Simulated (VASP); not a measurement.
# NaCl (Fm-3m) in VASP: settings compared

NaCl is run at these levels: PBEsol+D3(BJ), BLYP, PBE; tasks: single point.

Everything below comes from runs of VASP 6.6.1. Logs are shortened: lines on timing, memory, paths and dates and some standing lists are left out, and cuts for length are marked.

## 1. The cell of the first run

The structure is cubic, space group Fm-3m (No. 225). The conventional cell has a = 5.496 Å, b = 5.496 Å, c = 5.496 Å, α = 90.00°, β = 90.00°, γ = 90.00°. Cl (site symmetry m-3m) has 6 Na at 2.75 Å within 3.6 Å. Na (site symmetry m-3m) has 6 Cl at 2.75 Å within 3.6 Å.

## 2. Single point, PBEsol+D3(BJ)

INCAR

```
SYSTEM = NaCl
PREC = Accurate
ENCUT = 520
EDIFF = 1E-6
ISMEAR = -1
SIGMA = 0.05
LREAL = .FALSE.
LASPH = .TRUE.
NELM = 60
ALGO = Normal
ISIF = 2
LWAVE = .FALSE.
LCHARG = .FALSE.
GGA = PS
IVDW = 12
NBANDS = 14
```

KPOINTS

```
regular mesh
0
G
  8 8 8
  0 0 0
```

POSCAR

```
NaCl
1.0
    0.0000000000      2.7478977302      2.7478977302
    2.7478977302      0.0000000000      2.7478977302
    2.7478977302      2.7478977302      0.0000000000
Cl Na
1 1
Direct
    0.5000000000      0.5000000000      0.5000000000
    0.0000000000      0.0000000000      0.0000000000
```

Potentials or basis: VASP PAW PBE potentials, release 64 (Cl, Na_pv).

Command:

```sh
$ cat potpaw_PBE.64/Cl/POTCAR potpaw_PBE.64/Na_pv/POTCAR > POTCAR
$ mpirun -np 1 vasp_std > vasp.out
```

OUTCAR:

```text
SYSTEM = NaCl
   PREC = Accurate
   ENCUT = 520
   EDIFF = 1E-6
   ISMEAR = -1
   LREAL = .FALSE.
   LASPH = .TRUE.
   NELM = 60
   ISIF = 2
   GGA = PS
   IVDW = 12
 IVDW          = 12

 ion  position               nearest neighbor table
   1  0.500  0.500  0.500-
   2  0.000  0.000  0.000-

  LATTYP: Found a face centered cubic cell.
 ALAT       =     5.4957954604

  Lattice vectors:

 A1 = (   0.0000000000,   2.7478977302,   2.7478977302)
 A2 = (   2.7478977302,   0.0000000000,   2.7478977302)
 A3 = (   2.7478977302,   2.7478977302,   0.0000000000)

Analysis of symmetry for initial positions (statically):
=====================================================================
 Subroutine PRICEL returns:
 Original cell was already a primitive cell.

 Routine SETGRP: Setting up the symmetry group for a
 face centered cubic supercell.

 Subroutine GETGRP returns: Found 48 space group operations
 (whereof 48 operations were pure point group operations)
 out of a pool of 48 trial point group operations.

The static configuration has the point symmetry O_h .

Analysis of symmetry for dynamics (positions and initial velocities):
=====================================================================
 Subroutine PRICEL returns:
 Original cell was already a primitive cell.

 Routine SETGRP: Setting up the symmetry group for a
 face centered cubic supercell.

 Subroutine GETGRP returns: Found 48 space group operations
 (whereof 48 operations were pure point group operations)
 out of a pool of 48 trial point group operations.

The dynamic configuration has the point symmetry O_h .

 Subroutine INISYM returns: Found 48 space group operations
 (whereof 48 operations are pure point group operations),
 and found     1 'primitive' translations

----------------------------------------------------------------------------------------

                                     Primitive cell

  volume of cell :      41.4984

  direct lattice vectors                    reciprocal lattice vectors
     0.000000000  2.747897730  2.747897730    -0.181957281  0.181957281  0.181957281
     2.747897730  0.000000000  2.747897730     0.181957281 -0.181957281  0.181957281
     2.747897730  2.747897730  0.000000000     0.181957281  0.181957281 -0.181957281

  length of vectors
     3.886114238  3.886114238  3.886114238     0.315159256  0.315159256  0.315159256

  position of ions in fractional coordinates (direct lattice)
     0.500000000  0.500000000  0.500000000
     0.000000000  0.000000000  0.000000000

  ion indices of the primitive-cell ions
   primitive index   ion index
                 1           1
                 2           2

----------------------------------------------------------------------------------------

 KPOINTS: regular mesh

Automatic generation of k-mesh.
 Grid dimensions read from file:
 generate k-points for:    8    8    8

 Generating k-lattice:

  Cartesian coordinates                     Fractional coordinates (reciprocal lattice)
    -0.022744660  0.022744660  0.022744660     0.125000000  0.000000000  0.000000000
     0.022744660 -0.022744660  0.022744660     0.000000000  0.125000000  0.000000000
     0.022744660  0.022744660 -0.022744660     0.000000000  0.000000000  0.125000000

  Length of vectors
     0.039394907  0.039394907  0.039394907

  Shift w.r.t. Gamma in fractional coordinates (k-lattice)
     0.000000000  0.000000000  0.000000000

 Subroutine IBZKPT returns following result:
 ===========================================

 Found     29 irreducible k-points:

 Following reciprocal coordinates:
            Coordinates               Weight
  0.000000  0.000000  0.000000      1.000000
  0.125000  0.000000  0.000000      8.000000
  0.250000  0.000000  0.000000      8.000000
  0.375000  0.000000  0.000000      8.000000
  0.500000  0.000000  0.000000      4.000000
  0.125000  0.125000  0.000000      6.000000
[... 16 lines left out ...]
  0.500000  0.250000  0.125000     48.000000
 -0.375000  0.250000  0.125000     24.000000
 [... further k-points ...]
   k-points           NKPTS =     29   k-points in BZ     NKDIM =     29   number of bands    NBANDS=     14
   number of dos      NEDOS =    301   number of ions     NIONS =      2
   total plane-waves  NPLWV =  27000
   dimension x,y,z NGX =    30 NGY =   30 NGZ =   30
   dimension x,y,z NGXF=    60 NGYF=   60 NGZF=   60
   ions per type =               1   1
   NGX,Y,Z   is equivalent  to a cutoff of  12.83, 12.83, 12.83 a.u.
   NGXF,Y,Z  is equivalent  to a cutoff of  25.67, 25.67, 25.67 a.u.
 SYSTEM =  NaCl
   PREC   = accura    normal or accurate (medium, high low for compatibility)
   ISTART =      0    job   : 0-new  1-cont  2-samecut
   ICHARG =      2    charge: 1-file 2-atom 10-const
   ISPIN  =      1    spin polarized calculation?
   LNONCOLLINEAR =      F non collinear calculations
   LSORBIT =      F    spin-orbit coupling
   LASPH  =      T    aspherical Exc in radial PAW
   ENCUT  =  520.0 eV  38.22 Ry    6.18 a.u.   7.23  7.23  7.23*2*pi/ulx,y,z
   NELM   =     60;   NELMIN=  2; NELMDL= -5     # of ELM steps
   EDIFF  = 0.1E-05   stopping-criterion for ELM
   LREAL  =      F    real-space projection
   EDIFFG = 0.1E-04   stopping-criterion for IOM
   NSW    =      0    number of steps for IOM
   IBRION =     -1    ionic relax: 0-MD 1-quasi-New 2-CG
   NFREE  =      0    steps in history (QN), initial steepest desc. (CG)
   ISIF   =      2    stress and relaxation
   ISYM   =      2    0-nonsym 1-usesym 2-fastsym
   POTIM  = 0.5000    time-step for ionic-motion
   TEBEG  =    0.0;   TEEND  =   0.0 temperature during run
   PSTRESS=    0.0 pullay stress
   NELECT =      14.0000    total number of electrons
   NUPDOWN=      -1.0000    fix difference up-down
   EMIN   =  10.00;   EMAX   =-10.00  energy-range for DOS
   EFERMI =   0.00;   METHOD = LEGACY
   ISMEAR =    -1;   SIGMA  =   0.05  broadening in eV -4-tet -1-fermi 0-gaus
   EFERMI_NEDOS =   21; number of points for ismear=-14 and -15
   IALGO  =     38    algorithm
   IMIX   =      4    mixing-type and parameters
     AMIX     =   0.40;   BMIX     =  1.00
     AMIX_MAG =   1.60;   BMIX_MAG =  1.00
  volume/ion in A,a.u.               =      20.75       140.02
  Fermi-wavevector in a.u.,A,eV,Ry     =   1.139656  2.153637 17.671448  1.298815
  Thomas-Fermi vector in A             =   2.276359
   LORBIT       =      0    0 simple, 1 ext, 2 COOP (PROOUT), +10 PAW based schemes
   GGA     = PS    functional components
   LHFCALC =     F    Hartree Fock is set to
   AEXX    =    0.0000 exact exchange contribution
   IVDW    =    12    specifies the selected vdW correction
   LEPSILON=     F    determine dielectric tensor
   LRPA    =     F    only Hartree local field effects (RPA)
 non-spin polarized calculation
  energy-cutoff  :      520.00
  volume of cell :       41.50
 maximum number of plane-waves:      1139
 NGX is ok and might be reduce to    30
   NGX = 15   NGY = 15   NGZ = 15

 number of electron      14.0000005 magnetization

 Free energy of the ion-electron system (eV)
  ---------------------------------------------------
  ext. energy  EPLUGINS =         0.00000000
  ---------------------------------------------------
  free energy    TOTEN  =        -6.98479755 eV

  energy without entropy =       -6.98479755  energy(sigma->0) =       -6.98479755

 E-fermi :   0.8367     XC(G=0):  -8.6810

 val. band max:       -0.3123332671   @ k =   0.0000   0.0000   0.0000
 cond. band min:       4.9195155509   @ k =   0.0000   0.0000   0.0000
 fundamental gap:      5.2318488181
 Fermi energy:         0.8367369332

 k-point     1 :       0.0000    0.0000    0.0000
  band No.  band energies     occupation
      1     -20.8304      2.00000
      2     -20.8304      2.00000
      3     -20.8304      2.00000
      4     -13.1488      2.00000
      5      -0.3123      2.00000
      6      -0.3123      2.00000
      7      -0.3123      2.00000
      8       4.9195      0.00000
      9      10.7510      0.00000
     10      10.7510      0.00000
     11      10.7510      0.00000
     12      13.0780      0.00000
     13      13.0780      0.00000
     14      14.5745      0.00000

 k-point     2 :       0.1250    0.0000    0.0000
  band No.  band energies     occupation
      1     -20.8370      2.00000
      2     -20.8308      2.00000
      3     -20.8308      2.00000
      4     -13.0885      2.00000
      5      -0.7421      2.00000
      6      -0.3616      2.00000
      7      -0.3616      2.00000
      8       5.4562      0.00000
      9      10.1934      0.00000
     10      10.9659      0.00000
     11      10.9659      0.00000
     12      12.8343      0.00000
     13      12.8343      0.00000
     14      15.6199      0.00000

 k-point     3 :       0.2500    0.0000    0.0000
  band No.  band energies     occupation
      1     -20.8528      2.00000
      2     -20.8319      2.00000
      3     -20.8319      2.00000
      4     -12.9382      2.00000
      5      -1.5821      2.00000
      6      -0.4762      2.00000
      7      -0.4762      2.00000
      8       6.4289      0.00000
      9       9.7290      0.00000
     10      11.1181      0.00000
     11      11.1181      0.00000
     12      13.0647      0.00000
     13      13.0647      0.00000
     14      15.7589      0.00000
[... 324 lines left out ...]
 k-point    23 :       0.5000    0.2500    0.1250
  band No.  band energies     occupation
      1     -20.8625      2.00000
      2     -20.8415      2.00000
      3     -20.8354      2.00000
      4     -12.7242      2.00000
      5      -2.0898      2.00000
      6      -1.1181      2.00000
      7      -0.7375      2.00000
      8       7.9674      0.00000
      9       9.3826      0.00000
     10       9.7117      0.00000
     11      11.7863      0.00000
     12      13.6333      0.00000
     13      16.1860      0.00000
     14      16.6083      0.00000

 k-point    24 :      -0.3750    0.2500    0.1250
  band No.  band energies     occupation
      1     -20.8657      2.00000
      2     -20.8421      2.00000
      3     -20.8366      2.00000
      4     -12.6745      2.00000
      5      -2.2258      2.00000
      6      -1.2100      2.00000
      7      -0.7988      2.00000
      8       8.0234      0.00000
      9       9.4348      0.00000
     10      10.1279      0.00000
     11      11.5904      0.00000
     12      14.3098      0.00000
     13      15.7141      0.00000
     14      16.7514      0.00000

 [... further k-points ...]

------------------------ aborting loop because EDIFF is reached ----------------------------------------

 Edisp (eV)   -0.41500

 E8    (eV) :    -0.2666

  FORCE on cell =-STRESS in cart. coord.  units (eV):
  Direction    XX          YY          ZZ          XY          YZ          ZX
  --------------------------------------------------------------------------------------
  -------------------------------------------------------------------------------------
  Total       0.02348     0.02348     0.02348     0.00000     0.00000     0.00000
  in kB       0.90651     0.90651     0.90651     0.00000     0.00000     0.00000
  external pressure =        0.91 kB  Pullay stress =        0.00 kB

 VOLUME and BASIS-vectors are now :
 -----------------------------------------------------------------------------
  energy-cutoff  :      520.00
  volume of cell :       41.50
      direct lattice vectors                 reciprocal lattice vectors
     0.000000000  2.747897730  2.747897730    -0.181957281  0.181957281  0.181957281
     2.747897730  0.000000000  2.747897730     0.181957281 -0.181957281  0.181957281
     2.747897730  2.747897730  0.000000000     0.181957281  0.181957281 -0.181957281

 POSITION                                       TOTAL-FORCE (eV/Angst)
 -----------------------------------------------------------------------------------
      2.74790      2.74790      2.74790        -0.000000     -0.000000     -0.000000
      0.00000      0.00000      0.00000         0.000000      0.000000      0.000000
 -----------------------------------------------------------------------------------
    total drift:                               -0.000000      0.000000      0.000000

  FREE ENERGIE OF THE ION-ELECTRON SYSTEM (eV)
  ---------------------------------------------------
  free  energy   TOTEN  =        -7.3998008511 eV

  energy  without entropy=       -7.3998008511  energy(sigma->0) =       -7.39980085
```

It took 18 s on 1 thread of Intel Xeon 6975P-C, shared host; peak memory 0.17 GiB.

Results:

```
Free energy                : -7.3998 eV
Pressure                   : 0.1 GPa
Band gap on the k mesh     : 5.23 eV, direct
Dispersion energy per atom : -0.207 eV
```

Caveat: the PAW data sets were made with another functional, which shifts forces and pressure a little.

## 3. Single point, BLYP

This run uses another cell than the first one, of 21.81 Å³/atom, 1.051 times its volume.

INCAR

```
SYSTEM = NaCl
  AGGAC = 1.0
  AGGAX = 1.0
  ALDAC = 0.0
  ALDAX = 1.0
  ALGO = Normal
  EDIFF = 1E-6
  ENCUT = 520
  GGA = B5
  ISIF = 2
  ISMEAR = -1
  LASPH = .TRUE.
  LCHARG = .FALSE.
  LREAL = .FALSE.
  LWAVE = .FALSE.
  NBANDS = 14
  NELM = 100
  PREC = Accurate
  SIGMA = 0.05
```

KPOINTS

```
k-points
0
G
  8 8 8
  0 0 0
```

POSCAR

```
NaCl
1.0
    0.0000000000      2.7940632177      2.7940632177
    2.7940632177      0.0000000000      2.7940632177
    2.7940632177      2.7940632177      0.0000000000
Cl Na
1 1
Direct
    0.5000000000      0.5000000000      0.5000000000
    0.0000000000      0.0000000000      0.0000000000
```

Potentials or basis: VASP PAW PBE potentials, release 64 (Cl, Na_pv).

Command:

```sh
$ cat potpaw_PBE.64/Cl/POTCAR potpaw_PBE.64/Na_pv/POTCAR > POTCAR
$ mpirun -np 1 vasp_std > vasp.out
```

Run time: 24 s. Hardware: 1 thread of Intel Xeon 6975P-C, shared host; peak memory 0.16 GiB.

Results (log left out):

| Property | Result |
| --- | --- |
| Free energy | -6.3665 eV |
| Pressure | 2.4 GPa |
| Band gap on the k mesh | 5.27 eV, direct |

Levels at points of the mesh, in eV from the valence-band top:
```tsv
k point	band 3	band 4	band 5	band 6	band 7	band 8	band 9	band 10	band 11	band 12
(0.00, 0.00, 0.00)	-21.04	-12.69	0.00	0.00	0.00	5.27	11.17	11.17	11.17	13.31
(0.50, 0.00, 0.00)	-21.04	-12.33	-1.99	-0.28	-0.28	7.42	10.88	11.02	11.02	15.24
(0.50, 0.50, 0.00)	-21.05	-12.28	-1.71	-0.62	-0.62	7.56	8.18	11.65	15.01	15.01
```

Caveat: the PAW data sets were made with another functional, which shifts forces and pressure a little. A hybrid or GW would open this gap; BLYP tends to underestimate it.

## 4. Single point, PBE

This run uses another cell than the first one, of 21.81 Å³/atom, 1.051 times its volume.

INCAR

```
PREC = Accurate
ENCUT = 520
EDIFF = 1E-7
ISMEAR = 0
SIGMA = 0.012
LREAL = False
LASPH = True
NELM = 60
ALGO = Normal
ISIF = 2
LWAVE = False
LCHARG = True
GGA = PE
LELF = True
LVHAR = True
NBANDS = 14
```

KPOINTS

```
Automatic mesh
0
Gamma
  8 8 8
```

POSCAR is that of step 3.

Command:

```sh
$ cat potpaw_PBE.64/Cl/POTCAR potpaw_PBE.64/Na_pv/POTCAR > POTCAR
$ mpirun -np 1 vasp_std > vasp.out
```

Run time: 23 s. Hardware: 1 thread of Intel Xeon 6975P-C, shared host; peak memory 0.16 GiB.

Results (log left out):

```yaml
Free_energy: -6.7658 eV
Pressure: 1.5 GPa
Band_gap_on_the_k_mesh: 5.22 eV, direct
```

Levels at points of the mesh, in eV from the valence-band top:
| k point | band 3 | band 4 | band 5 | band 6 | band 7 | band 8 | band 9 | band 10 | band 11 | band 12 |
| --- | --- | --- | --- | --- | --- | --- | --- | --- | --- | --- |
| (0.00, 0.00, 0.00) | -20.77 | -12.72 | 0.00 | 0.00 | 0.00 | 5.22 | 11.15 | 11.15 | 11.15 | 13.35 |
| (0.50, 0.00, 0.00) | -20.77 | -12.36 | -2.01 | -0.28 | -0.28 | 7.32 | 10.85 | 11.04 | 11.04 | 15.17 |
| (0.50, 0.50, 0.00) | -20.77 | -12.31 | -1.73 | -0.62 | -0.62 | 7.62 | 8.06 | 11.52 | 15.03 | 15.03 |

Expect the measured gap to be larger: semilocal functionals such as PBE lack the derivative discontinuity.

## 5. Single point, PBE

This run uses another cell than the first one, of 21.81 Å³/atom, 1.051 times its volume.

INCAR

```
SYSTEM = NaCl
PREC = Accurate
ENCUT = 520
EDIFF = 1E-7
ISMEAR = 0
SIGMA = 0.013000000000000001
LREAL = .FALSE.
LASPH = .TRUE.
NELM = 60
ALGO = Normal
ISIF = 2
LWAVE = .FALSE.
LCHARG = .TRUE.
GGA = PE
LELF = .TRUE.
LVHAR = .TRUE.
NBANDS = 14
```

KPOINTS

```
Automatic mesh
0
G
  8 8 8
  0 0 0
```

POSCAR is that of step 4.

Command:

```sh
$ cat potpaw_PBE.64/Cl/POTCAR potpaw_PBE.64/Na_pv/POTCAR > POTCAR
$ mpirun -np 1 vasp_std > vasp.out
```

It took 22 s on 1 thread of Intel Xeon 6975P-C, shared host; peak memory 0.16 GiB.

It converged, with:

| Quantity | Value |
| --- | --- |
| Free energy | -6.7658 eV |
| Pressure | 1.5 GPa |
| Band gap on the k mesh | 5.22 eV, direct |

Levels at points of the mesh, in eV from the valence-band top:
```csv
k point,band 3,band 4,band 5,band 6,band 7,band 8,band 9,band 10,band 11,band 12
"(0.00, 0.00, 0.00)",-20.77,-12.72,0.00,0.00,0.00,5.22,11.15,11.15,11.15,13.35
"(0.50, 0.00, 0.00)",-20.77,-12.36,-2.01,-0.28,-0.28,7.32,10.85,11.04,11.04,15.17
"(0.50, 0.50, 0.00)",-20.77,-12.31,-1.73,-0.62,-0.62,7.62,8.06,11.52,15.03,15.03
```

A hybrid or GW would open this gap; PBE tends to underestimate it.

## 6. Single point, PBE

This run uses another cell than the first one, of 21.81 Å³/atom, 1.051 times its volume.

INCAR

```
SYSTEM = NaCl
PREC = Accurate ; ENCUT = 520
EDIFF = 1E-6 ; ISMEAR = 0
SIGMA = 0.019000000000000003 ; LREAL = .False.
LASPH = .True. ; NELM = 60
ALGO = Normal ; ISIF = 2
LWAVE = .False. ; LCHARG = .False.
GGA = PE ; NBANDS = 14
```

KPOINTS

```
regular mesh
0
Gamma
  8 8 8
  0 0 0
```

POSCAR is that of step 5.

Potentials or basis: VASP PAW PBE potentials, release 64 (Cl, Na_pv).

Command:

```sh
$ cat potpaw_PBE.64/Cl/POTCAR potpaw_PBE.64/Na_pv/POTCAR > POTCAR
$ mpirun -np 1 vasp_std > vasp.out
```

It took 18 s on 1 thread of Intel Xeon 6975P-C, shared host; peak memory 0.16 GiB.

It converged, with:

```yaml
Free_energy: -6.7658 eV
Pressure: 1.5 GPa
Band_gap_on_the_k_mesh: 5.22 eV, direct
```

Levels at points of the mesh, in eV from the valence-band top:
| k point | band 5 | band 6 | band 7 | band 8 | band 9 | band 10 |
| --- | --- | --- | --- | --- | --- | --- |
| (0.00, 0.00, 0.00) | 0.00 | 0.00 | 0.00 | 5.22 | 11.15 | 11.15 |
| (0.50, 0.00, 0.00) | -2.01 | -0.28 | -0.28 | 7.32 | 10.85 | 11.04 |
| (0.50, 0.50, 0.00) | -1.73 | -0.62 | -0.62 | 7.62 | 8.06 | 11.52 |

## 7. Summary

| level | cell | smearing | gap on the mesh (eV) | pressure (GPa) |
| --- | --- | --- | --- | --- |
| PBEsol+D3(BJ) | a = 3.886 Å, angles 60.0°, 2 atoms | fermi-dirac 0.05 eV | 5.23 | 0.1 |
| BLYP | a = 3.951 Å, angles 60.0°, 2 atoms | fermi-dirac 0.05 eV | 5.27 | 2.4 |
| PBE | a = 3.951 Å, angles 60.0°, 2 atoms | gaussian 0.012 eV | 5.22 | 1.5 |
| PBE | a = 3.951 Å, angles 60.0°, 2 atoms | gaussian 0.013 eV | 5.22 | 1.5 |
| PBE | a = 3.951 Å, angles 60.0°, 2 atoms | gaussian 0.019 eV | 5.22 | 1.5 |

Alike in all rows: task single point; potentials or basis VASP PAW PBE potentials, release 64 (Cl, Na_pv); no spin polarisation; k mesh 8 × 8 × 8; cutoff (eV) 520.

Caveats: the PAW data sets were made with another functional, which shifts forces and pressure a little (some runs).

Total energies depend on the potentials used, so only differences within one code and one set of settings carry meaning.
